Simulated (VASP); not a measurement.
## GaN: single point with PBEsol

GaN:

```xyz
2
Lattice="-0.0087 2.2354 2.2610 2.2354 -0.0087 2.2610 2.2267 2.2267 0.0000" Properties=species:S:1:pos:R:3 pbc="T T T"
Ga    0.0000    0.0000   -0.0027
N     1.1133    1.1133    1.1332
```

This cell differs from its parent crystal: strained cell.

- Program: VASP 6.6.1
- Task: single point
- Functional: PBEsol
- Potentials or basis: VASP PAW PBE potentials, release 64 (Ga_d, N)
- Cutoff: 600 eV
- k mesh: 10 × 10 × 10
- Occupations: gaussian, width 0.02 eV
- Spin: no spin polarisation

```
Pressure               : 0.9 GPa
Band gap on the k mesh : 1.72 eV
```

Stress tensor (GPa, compression positive):
```
 1.41  1.21  0.00
 1.21  1.41  0.00
 0.00  0.00 -0.05
```

Levels at points of the mesh, in eV from the valence-band top:
```tsv
k point	band 6	band 7	band 8	band 9	band 10	band 11	band 12	band 13
(0.00, 0.00, 0.00)	-13.12	-0.08	-0.05	0.00	1.72	10.14	10.26	10.32
(0.50, 0.00, 0.00)	-11.89	-7.26	-1.08	-0.96	4.64	8.64	10.23	10.43
(0.50, 0.50, 0.00)	-11.49	-6.36	-2.82	-2.71	3.23	6.72	11.51	13.97
(0.00, 0.00, 0.50)	-11.86	-7.23	-1.09	-1.03	4.57	8.66	10.18	10.31
(0.50, 0.00, 0.50)	-11.43	-6.24	-2.86	-2.85	3.16	6.53	11.67	13.81
```

It took 110 s on 1 thread of Intel Xeon 8259CL, on a shared host, peak memory 0.21 GiB.

Caveat: the cell differs from its parent crystal (strained cell); the PAW data sets were made with another functional, which shifts forces and pressure a little.
